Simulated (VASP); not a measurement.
A run of VASP 6.6.1 is set up as follows.

INCAR

```
SYSTEM = CdInS2
ALGO = Normal
EDIFF = 1E-7
ENCUT = 520
GGA = PE
ISIF = 2
ISMEAR = 0
LASPH = .True.
LCHARG = .False.
LREAL = .False.
LWAVE = .False.
NBANDS = 26
NELM = 100
PREC = Accurate
SIGMA = 0.15
```

File KPOINTS:

```
k-points
0
Gamma
  15 15 8
  0 0 0
```

Contents of POSCAR:

```
CdInS2
1.0
    4.3215678537      0.0000000000      0.0000000000
   -2.1607839268      3.7425875455      0.0000000000
    0.0000000000      0.0000000000      6.3388757278
Cd In S
1 1 2
Direct
    0.0000000000      0.0000000000      0.0000000000
    0.0000000000      0.0000000000      0.5000000000
    0.6666666667      0.3333333333      0.7578554487
    0.3333333333      0.6666666667      0.2421445513
```

Potentials or basis: VASP PAW PBE potentials, release 64 (Cd, In_d, S).

Command:

```bash
$ cat potpaw_PBE.64/Cd/POTCAR potpaw_PBE.64/In_d/POTCAR potpaw_PBE.64/S/POTCAR > POTCAR
$ mpirun -np 1 vasp_std > vasp.out
```

Task: Estimate the pressure.

Result: -5.2 GPa.

Task: What does it give for the largest force?

Result: 0.181 eV/Å.

Forces on the atoms (eV/Å):
```
Cd   0.000  0.000  0.000
In   0.000  0.000  0.000
S    0.000  0.000  0.181
S    0.000  0.000 -0.181
```

Caveat: the stress differs along the axes, from -8 to 0 GPa; an odd number of electrons without spin polarisation forces a metal; a magnetic or distorted state may lie lower.
